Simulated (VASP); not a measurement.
A run of VASP 6.6.1:

File INCAR:

```
ALGO = Fast
EDIFF = 1E-6
EDIFFG = -0.01
ENCUT = 600
GGA = PE
IBRION = 2
ISIF = 3
ISMEAR = 0
LASPH = True
LCHARG = False
LREAL = False
LWAVE = False
NELM = 80
NSW = 100
PREC = Accurate
SIGMA = 0.1
```

KPOINTS

```
k-points
0
Gamma
  18 18 18
```

Contents of POSCAR:

```
BeAg
1.0
    2.9482854140      0.0000000000      0.0000000000
    0.0000000000      2.9482854140      0.0000000000
    0.0000000000      0.0000000000      2.9482854140
Be Ag
1 1
Direct
    0.0000000000      0.0000000000      0.0000000000
    0.5000000000      0.5000000000      0.5000000000
```

Potentials or basis: VASP PAW PBE potentials, release 64 (Be, Ag).

The run is started by

```console
$ cat potpaw_PBE.64/Be/POTCAR potpaw_PBE.64/Ag/POTCAR > POTCAR
$ mpirun -np 1 vasp_std > vasp.out
```

Hardware: 1 thread of Intel Xeon 8259CL (shared host).

Question: Estimate the wall time of this run.

Answer: Run time: 84 s on 1 thread of Intel Xeon 8259CL (shared host), peak memory 0.21 GiB. Counts: scf iterations 23, k points 220, ion steps 3.
